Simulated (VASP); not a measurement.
# Sb (P6_3/mmc) in VASP: notebook

The runs below take Sb through single point, with PBE0, PBEsol, BLYP.

Program: VASP 6.6.1. These are calculated values, not measurements. Logs are shortened: lines on timing, memory, paths and dates and some standing lists are left out, and cuts for length are marked.

## (1) The cell of the first run

The structure is hexagonal, space group P6_3/mmc (No. 194). Conventional cell: a = 3.420 Å, b = 3.420 Å, c = 5.577 Å, α = 90.00°, β = 90.00°, γ = 120.00°. Sb (site symmetry -6m2) has 12 Sb at 3.42 Å within 4.5 Å.

This isn't the form of Sb at room conditions, which is rhombohedral.

## (2) Single point, PBE0

Contents of POSCAR:

```
Sb
1.0
    3.4203242672      0.0000000000      0.0000000000
   -1.7101621336      2.9620877046      0.0000000000
    0.0000000000      0.0000000000      5.5774459394
Sb
2
Direct
    0.6666666667      0.3333333333      0.7500000000
    0.3333333333      0.6666666667      0.2500000000
```

Contents of INCAR.step1:

```
SYSTEM = Sb
  PREC = Accurate
  ENCUT = 520
  EDIFF = 1E-5
  ISMEAR = -1
  SIGMA = 0.05
  LREAL = .False.
  LASPH = .True.
  NELM = 100
  ALGO = Normal
  ISIF = 2
  LWAVE = .True.
  GGA = PE
  NBANDS = 12
```

Contents of INCAR.step2:

```
SYSTEM = Sb
  PREC = Accurate
  ENCUT = 520
  EDIFF = 1E-6
  ISMEAR = -1
  SIGMA = 0.05
  LREAL = .False.
  LASPH = .True.
  NELM = 100
  ALGO = Normal
  ISIF = 2
  LWAVE = .False.
  LCHARG = .True.
  GGA = PE
  LHFCALC = .True.
  AEXX = 0.25
  PRECFOCK = Normal
  LELF = .True.
  LVHAR = .True.
  ISTART = 1
  NBANDS = 12
```

Contents of KPOINTS:

```
Automatic mesh
0
Gamma
  4 4 4
  0 0 0
```

Potentials or basis: VASP PAW PBE potentials, release 64 (Sb).

The run is started by

```bash
$ cat potpaw_PBE.64/Sb/POTCAR > POTCAR
$ cp INCAR.step1 INCAR
$ mpirun -np 1 vasp_std > vasp.out
$ cp INCAR.step2 INCAR
$ mpirun -np 1 vasp_std > vasp.out
```

OUTCAR:

```text
SYSTEM = Sb
   PREC = Accurate
   ENCUT = 520
   EDIFF = 1E-6
   ISMEAR = -1
   LREAL = .False.
   LASPH = .True.
   NELM = 100
   ISIF = 2
   GGA = PE
   LHFCALC = .True.
   AEXX = 0.25
   PRECFOCK = Normal
   ISTART = 1

 ion  position               nearest neighbor table
   1  0.667  0.333  0.750-   2 3.42   2 3.42   2 3.42   2 3.42   2 3.42   2 3.42
   2  0.333  0.667  0.250-   1 3.42   1 3.42   1 3.42   1 3.42   1 3.42   1 3.42

  LATTYP: Found a hexagonal cell.
 ALAT       =     3.4203242672
 C/A-ratio  =     1.6306775334

  Lattice vectors:

 A1 = (   3.4203242672,   0.0000000000,   0.0000000000)
 A2 = (  -1.7101621336,   2.9620877046,   0.0000000000)
 A3 = (   0.0000000000,   0.0000000000,   5.5774459394)

Analysis of symmetry for initial positions (statically):
=====================================================================
 Subroutine PRICEL returns:
 Original cell was already a primitive cell.

 Routine SETGRP: Setting up the symmetry group for a
 hexagonal supercell.

 Subroutine GETGRP returns: Found 24 space group operations
 (whereof 12 operations were pure point group operations)
 out of a pool of 24 trial point group operations.

The static configuration has the point symmetry D_3d.
 The point group associated with its full space group is D_6h.

Analysis of symmetry for dynamics (positions and initial velocities):
=====================================================================
 Subroutine PRICEL returns:
 Original cell was already a primitive cell.

 Routine SETGRP: Setting up the symmetry group for a
 hexagonal supercell.

 Subroutine GETGRP returns: Found 24 space group operations
 (whereof 12 operations were pure point group operations)
 out of a pool of 24 trial point group operations.

The dynamic configuration has the point symmetry D_3d.
 The point group associated with its full space group is D_6h.

 Subroutine INISYM returns: Found 24 space group operations
 (whereof 12 operations are pure point group operations),
 and found     1 'primitive' translations

----------------------------------------------------------------------------------------

                                     Primitive cell

  volume of cell :      56.5068

  direct lattice vectors                    reciprocal lattice vectors
     3.420324267  0.000000000  0.000000000     0.292369940  0.168799863  0.000000000
    -1.710162134  2.962087705  0.000000000     0.000000000  0.337599727  0.000000000
[... 89 lines left out ...]
   IALGO  =     38    algorithm
   IMIX   =      1    mixing-type and parameters
     AMIX     =   0.40;   BMIX     =  1.00
     AMIX_MAG =   1.60;   BMIX_MAG =  1.00
  volume/ion in A,a.u.               =      28.25       190.66
  Fermi-wavevector in a.u.,A,eV,Ry     =   0.919125  1.736895 11.494080  0.844791
  Thomas-Fermi vector in A             =   2.044284
   LORBIT       =      0    0 simple, 1 ext, 2 COOP (PROOUT), +10 PAW based schemes
   GGA     = PE    functional components
   LHFCALC =     T    Hartree Fock is set to
   PRECFOCK=normal    Normal, Fast or Accurate (Low or Medium for compatibility)
   ENCUT4O =  -1.0   cutoff for four orbital integrals eV
   NKREDX  =     1    reduce k-point grid by
   NKREDY  =     1    reduce k-point grid by
   NKREDZ  =     1    reduce k-point grid by
   AEXX    =    0.2500 exact exchange contribution
   HFSCREEN=    0.0000 screening length (either q_TF or 0.3 A-1)
   HFSCREENC=   0.0000 screening length for correlation (either q_TF or 0.3 A-1)
   ENCUTFOCK=  -1.0 apply spherical cutoff to Coloumb kernel
   IVDW    =     0    specifies the selected vdW correction
   LEPSILON=     F    determine dielectric tensor
   LRPA    =     F    only Hartree local field effects (RPA)
 non-spin polarized calculation
  energy-cutoff  :      520.00
  volume of cell :       56.51
 maximum number of plane-waves:      1542
 NGX is ok and might be reduce to    28
  NGX = 20; NGY = 20; NGZ = 32

 number of electron      10.0000001 magnetization

 Free energy of the ion-electron system (eV)
  ---------------------------------------------------
  ext. energy  EPLUGINS =         0.00000000
  ---------------------------------------------------
  free energy    TOTEN  =       -10.54433825 eV

  energy without entropy =      -10.53587757  energy(sigma->0) =      -10.54010791

 E-fermi :   7.6406     XC(G=0):  -7.9430

 val. band max:        7.5601929626   @ k =   0.2500   0.2500   0.2500
 cond. band min:       8.0753052722   @ k =   0.5000   0.0000   0.0000
 fundamental gap:      0.5151123096
 Fermi energy:         7.6406445969

 k-point     1 :       0.0000    0.0000    0.0000
  band No.  band energies     occupation
      1      -6.6920      2.00000
      2      -2.7269      2.00000
      3       1.0456      2.00000
      4      11.9637      0.00000
      5      11.9637      0.00000
      6      13.6682      0.00000
      7      13.6682      0.00000
      8      13.9021      0.00000
      9      16.1897      0.00000
     10      17.6884      0.00000
     11      18.5661      0.00000
     12      18.5661      0.00000
[... 151 lines left out ...]
 k-point    12 :       0.2500    0.2500    0.5000
  band No.  band energies     occupation
      1      -2.2923      2.00000
      2      -2.2923      2.00000
      3       3.2739      2.00000
      4       3.2739      2.00000
      5       5.4869      2.00000
      6       5.4869      2.00000
      7      10.5863      0.00000
      8      10.5863      0.00000
      9      16.2143      0.00000
     10      16.2143      0.00000
     11      17.8939      0.00000
     12      17.8939      0.00000

------------------------ aborting loop because EDIFF is reached ----------------------------------------

  FORCE on cell =-STRESS in cart. coord.  units (eV):
  Direction    XX          YY          ZZ          XY          YZ          ZX
  --------------------------------------------------------------------------------------
  -------------------------------------------------------------------------------------
  Total       -2.5741905     -2.5741905     -1.3464557     -0.0000000     -0.0000000      0.0000000
  in kB      -72.9878731    -72.9878731    -38.1770243     -0.0000000     -0.0000000      0.0000000
  external PRESSURE =     -61.3842568 kB  Pullay stress =       0.0000000 kB

 VOLUME and BASIS-vectors are now :
 -----------------------------------------------------------------------------
  energy-cutoff  :      520.00
  volume of cell :       56.51
      direct lattice vectors                 reciprocal lattice vectors
     3.420324267  0.000000000  0.000000000     0.292369940  0.168799863  0.000000000
    -1.710162134  2.962087705  0.000000000     0.000000000  0.337599727  0.000000000
     0.000000000  0.000000000  5.577445939     0.000000000  0.000000000  0.179293535

 POSITION                                       TOTAL-FORCE (eV/Angst)
 -----------------------------------------------------------------------------------
      1.71016      0.98736      4.18308        -0.000000      0.000000     -0.000000
     -0.00000      1.97473      1.39436         0.000000     -0.000000      0.000000
 -----------------------------------------------------------------------------------
    total drift:                               -0.000000      0.000000      0.000000

  FREE ENERGIE OF THE ION-ELECTRON SYSTEM (eV)
  ---------------------------------------------------
  free  energy   TOTEN  =       -10.5443382469 eV

  energy  without entropy=      -10.5358775669  energy(sigma->0) =      -10.54010791
```

OUTCAR.step1:

```text
SYSTEM = Sb
   PREC = Accurate
   ENCUT = 520
   EDIFF = 1E-5
   ISMEAR = -1
   LREAL = .False.
[... 390 lines left out ...]
      1.71016      0.98736      4.18308        -0.000000      0.000000      0.000000
     -0.00000      1.97473      1.39436         0.000000     -0.000000      0.000000
 -----------------------------------------------------------------------------------
    total drift:                               -0.000000      0.000000      0.000000

  FREE ENERGIE OF THE ION-ELECTRON SYSTEM (eV)
  ---------------------------------------------------
  free  energy   TOTEN  =        -7.7942979413 eV

  energy  without entropy=       -7.7732405879  energy(sigma->0) =       -7.78376926
```

Wall time 6.6 min (1 thread of AMD EPYC 7R13 (Zen 3), shared host); peak memory 0.15 GiB.

Results:

| Quantity | Value |
| --- | --- |
| Free energy | -10.5443 eV |
| Pressure | -6.1 GPa |
| Band gap on the k mesh | zero (bands 5 and 6 overlap by 7.33 eV) |

Caveat: the k points lie up to 0.53 Å⁻¹ apart, too coarse for converged energies and pressures of a metal; the PAW data sets were made with another functional, which shifts forces and pressure a little; spin-orbit coupling is left out, which moves the levels of the heavy elements.

## (3) Single point, PBEsol

This run uses another cell than the first one, of 26.65 Å³/atom.

Contents of INCAR:

```
ALGO = Normal ; EDIFF = 1E-7
ENCUT = 520 ; GGA = PS
ISIF = 2 ; ISMEAR = -1
LASPH = T ; LCHARG = T
LELF = T ; LREAL = F
LVHAR = T ; LWAVE = F
NBANDS = 12 ; NELM = 100
PREC = Accurate ; SIGMA = 0.05
```

Contents of KPOINTS:

```
k-points
0
Gamma
  8 8 4
```

Contents of POSCAR:

```
Sb
1.0
    3.3545324186      0.0000000000      0.0000000000
   -1.6772662093      2.9051102923      0.0000000000
    0.0000000000      0.0000000000      5.4701606500
Sb
2
Direct
    0.6666666667      0.3333333333      0.7500000000
    0.3333333333      0.6666666667      0.2500000000
```

Potentials or basis: VASP PAW PBE potentials, release 64 (Sb).

The run is started by

```bash
$ cat potpaw_PBE.64/Sb/POTCAR > POTCAR
$ mpirun -np 1 vasp_std > vasp.out
```

Wall time 28 s (1 thread of Intel Xeon 8259CL, shared host); peak memory 0.17 GiB.

Results (log left out):

```yaml
Free_energy: -8.6504 eV
Pressure: -1.2 GPa
Band_gap_on_the_k_mesh: zero (bands 5 and 6 overlap by 7.00 eV)
```

Stress tensor (GPa, compression positive):
```
-1.90  0.00  0.00
 0.00 -1.90  0.00
 0.00  0.00  0.23
```

Levels at points of the mesh, in eV from the Fermi level:
| k point | band 1 | band 2 | band 3 | band 4 | band 5 | band 6 | band 7 | band 8 | band 9 |
| --- | --- | --- | --- | --- | --- | --- | --- | --- | --- |
| (0.00, 0.00, 0.00) | -12.95 | -9.13 | -5.82 | 3.67 | 3.67 | 5.31 | 5.31 | 5.57 | 7.81 |
| (0.50, 0.00, 0.00) | -9.34 | -8.04 | -4.30 | -3.03 | -2.23 | -0.09 | 0.43 | 3.74 | 4.50 |
| (0.00, 0.00, 0.50) | -11.71 | -11.71 | -0.73 | -0.73 | 4.48 | 4.48 | 4.48 | 4.48 | 8.74 |
| (0.50, 0.00, 0.50) | -8.46 | -8.46 | -5.32 | -5.32 | 1.68 | 1.68 | 1.89 | 1.89 | 5.85 |

Caveat: the PAW data sets were made with another functional, which shifts forces and pressure a little; spin-orbit coupling is left out, which moves the levels of the heavy elements.

## (4) Single point, BLYP

This run uses another cell than the first one, of 33.14 Å³/atom.

Contents of INCAR:

```
  PREC = Accurate
  ENCUT = 500
  EDIFF = 1E-6
  ISMEAR = -1
  SIGMA = 0.05
  LREAL = False
  LASPH = True
  NELM = 120
  ALGO = Normal
  ISIF = 2
  LWAVE = False
  LCHARG = False
  GGA = B5
  ALDAX = 1.0
  AGGAX = 1.0
  AGGAC = 1.0
  ALDAC = 0.0
  NBANDS = 22
  GGA_COMPAT = False
```

Contents of KPOINTS:

```
regular mesh
0
Gamma
  9 9 5
```

Contents of POSCAR:

```
Sb
1.0
    4.2934824413      0.0000000000      0.0000000000
   -2.1467412206      3.7182648648      0.0000000000
    0.0000000000      0.0000000000      4.1521000165
Sb
2
Direct
    0.6666666667      0.3333333333      0.7500000000
    0.3333333333      0.6666666667      0.2500000000
```

Potentials or basis: VASP PAW PBE potentials, release 64 (Sb_d_GW).

The run is started by

```bash
$ cat potpaw_PBE.64/Sb_d_GW/POTCAR > POTCAR
$ mpirun -np 1 vasp_std > vasp.out
```

Wall time 36 s (1 thread of AMD EPYC 9R45 (Zen 5), shared host); peak memory 0.18 GiB.

It converged, with:

```
Free energy            : -6.4838 eV
Pressure               : 0.0 GPa
Band gap on the k mesh : zero (bands 15 and 16 overlap by 1.18 eV)
```

Levels at points of the mesh, in eV from the Fermi level:
| k point | band 11 | band 12 | band 13 | band 14 | band 15 | band 16 | band 17 | band 18 | band 19 | band 20 |
| --- | --- | --- | --- | --- | --- | --- | --- | --- | --- | --- |
| (0.00, 0.00, 0.00) | -11.66 | -5.65 | -2.29 | -1.07 | -1.07 | 1.94 | 1.94 | 3.85 | 5.02 | 6.13 |

Caveat: the PAW data sets were made with another functional, which shifts forces and pressure a little; spin-orbit coupling is left out, which moves the levels of the heavy elements.

## (5) Overview

| level | potentials or basis | cell | k mesh | cutoff (eV) | grid for exact exchange (PRECFOCK) | share of exact exchange | gap on the mesh (eV) | pressure (GPa) |
| --- | --- | --- | --- | --- | --- | --- | --- | --- |
| PBE0 | VASP PAW PBE potentials, release 64 (Sb) | a = 3.420, b = 3.420, c = 5.577 Å, angles 90.0, 90.0, 120.0°, 2 atoms | 4 × 4 × 4 | 520 | Normal | 0.25 | none | -6.1 |
| PBEsol | VASP PAW PBE potentials, release 64 (Sb) | a = 3.355, b = 3.355, c = 5.470 Å, angles 90.0, 90.0, 120.0°, 2 atoms | 8 × 8 × 4 | 520 | - | - | none | -1.2 |
| BLYP | VASP PAW PBE potentials, release 64 (Sb_d_GW) | a = 4.293, b = 4.293, c = 4.152 Å, angles 90.0, 90.0, 120.0°, 2 atoms | 9 × 9 × 5 | 500 | - | - | none | 0.0 |

Alike in all rows: task single point; no spin polarisation; smearing fermi-dirac 0.05 eV.

Caveats: some runs use coarse meshes; the PAW data sets were made with another functional, which shifts forces and pressure a little; spin-orbit coupling is left out, which moves the levels of the heavy elements.

Total energies depend on the potentials used, so only differences within one code and one set of settings carry meaning.

The gap in the log of VASP goes by the Fermi energy; the results here count the filled bands.